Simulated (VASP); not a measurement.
The system is Co.

```
Co
1.0
     0.00000    2.42935    2.42935
     2.42935    0.00000    2.42935
     2.42935    2.42935    0.00000
Co
2
Direct
  0.12500 0.12500 0.12500
  0.87500 0.87500 0.87500
```

This cell differs from its parent crystal: volume scaled by 0.96.

Base run:

```yaml
Program: VASP 6.6.1
Functional: PBE
Potentials_or_basis: VASP PAW PBE potentials, release 64 (Co_sv)
Cutoff: 600 eV
k_mesh: 12 × 12 × 12
Occupations: fermi-dirac, width 0.1 eV
Spin: no spin polarisation
```

Its results: band gap on the k mesh zero (band 17 reaches 8.60 eV, above the bottom of band 18 at 7.81 eV); pressure 3.1 GPa.

Problem. The run is repeated on the same cell with these changes: potentials or basis from VASP PAW PBE potentials, release 64 (Co_sv) to VASP PAW PBE potentials, release 64 (Co); cutoff from 600 eV to 520 eV; further incar settings from ALGO = Normal; EDIFF = 1e-06; NBANDS = 24 to ALGO = Normal; EDIFF = 1e-07; NBANDS = 16; valence electrons from 34 to 18. What comes out?

Solution. Band gap on the k mesh zero (band 9 reaches 7.26 eV, above the bottom of band 10 at 6.48 eV); pressure 4.5 GPa.

Caveats: the run has no spin polarisation, though such a crystal can be magnetic.
